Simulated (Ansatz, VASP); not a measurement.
## One calculation of Br, two programs

```
Br
1.0
     2.34390    0.00000    0.00000
     0.00000    2.34390    0.00000
     0.00000    0.00000    2.34390
Br
1
Direct
  0.00000 0.00000 0.00000
```

Change from the starting cell: volume scaled by 0.43, PAW files.

Alike in both runs: task single point; functional PBE; k mesh 12 × 12 × 12; occupations fermi-dirac, width 0.1 eV; no spin polarisation.

|  | VASP | Ansatz |
| --- | --- | --- |
| version | VASP 6.6.1 | Ansatz 0.2.0 |
| potentials or method | VASP PAW PBE potentials, release 64 (Br) | PAW with Ansatz's default frozen-core files, scalar-relativistic |
| plane-wave cutoff (eV) | 500 | 420 |
| valence electrons in the cell | 7 | 7 |

|  | VASP | Ansatz | Ansatz less VASP |
| --- | --- | --- | --- |
| pressure (GPa) | 172.0 | 171.6 | -0.34 |

Both programs put the cell under a high pressure, so it lies far from rest at this level. The functional is the same, so the differences come from potentials, cutoffs and numerics.

Noted on VASP's run: the cell as given lies far from equilibrium.
